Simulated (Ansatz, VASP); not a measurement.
# C: VASP beside Ansatz

The input INCAR:

```
SYSTEM = C
ALGO = Normal
EDIFF = 1E-6
EDIFFG = -0.002
ENCUT = 600
GGA = PE
IBRION = 2
ISIF = 3
ISMEAR = 0
LASPH = .TRUE.
LCHARG = .FALSE.
LREAL = .FALSE.
LWAVE = .FALSE.
NELM = 80
NSW = 80
PREC = Accurate
SIGMA = 0.01
```

Contents of KPOINTS:

```
k-points
0
G
  6 6 6
  0 0 0
```

The input POSCAR:

```
C
1.0
    3.5680000000      0.0000000000      0.0000000000
    0.0000000000      3.5680000000      0.0000000000
    0.0000000000      0.0000000000      3.5680000000
C
8
Direct
    0.0000000000      0.0000000000      0.0000000000
    0.0000000000      0.5000000000      0.5000000000
    0.5000000000      0.0000000000      0.5000000000
    0.5000000000      0.5000000000      0.0000000000
    0.2500000000      0.2500000000      0.2500000000
    0.2500000000      0.7500000000      0.7500000000
    0.7500000000      0.2500000000      0.7500000000
    0.7500000000      0.7500000000      0.2500000000
```

Input for Ansatz:

```yaml
crystal:
  lattice:
    - [3.568, 0.0, 0.0]
    - [0.0, 3.568, 0.0]
    - [0.0, 0.0, 3.568]
  atoms:
    - { symbol: C, position: [0.0, 0.0, 0.0] }
    - { symbol: C, position: [0.0, 0.5, 0.5] }
    - { symbol: C, position: [0.5, 0.0, 0.5] }
    - { symbol: C, position: [0.5, 0.5, 0.0] }
    - { symbol: C, position: [0.25, 0.25, 0.25] }
    - { symbol: C, position: [0.25, 0.75, 0.75] }
    - { symbol: C, position: [0.75, 0.25, 0.75] }
    - { symbol: C, position: [0.75, 0.75, 0.25] }
scf:
  occupations: { method: fixed }
output:
  forces: true
  stress: true
  eigenvalues: true
  write_density: true
  write_potential: true
  elf: true
  volumetric_format: npy
hamiltonian:
  xc: pbe
kpoints:
  mp_grid: { grid: [6, 6, 6] }
basis:
  ecutwfc: 480
relax:
  f_tol: 0.002
  max_steps: 60
  cell: { stress_tol: 0.05 }
```

Alike in both runs: task relaxation of cell and atoms; functional PBE; k mesh 6 × 6 × 6; no spin polarisation.

```csv
,VASP,Ansatz
version,VASP 6.6.1,Ansatz 0.2.0
potentials or method,"VASP PAW PBE potentials, release 64 (C), cutoff 600 eV","scalar-relativistic, plane waves, PAW"
occupations,"gaussian, width 0.01 eV",fixed
valence electrons in the cell,32,32
```

|  | VASP | Ansatz | Ansatz less VASP |
| --- | --- | --- | --- |
| gap on the k mesh at the Fermi level, each at its own relaxed structure (eV) | 4.14 | 4.15 | +0.009 |
| relaxed volume (Å³/atom) | 5.69 | 5.70 | +0.001 |
| relaxed cell length with the largest relative difference (Å) | 3.572 | 3.572 | +0.0001 |
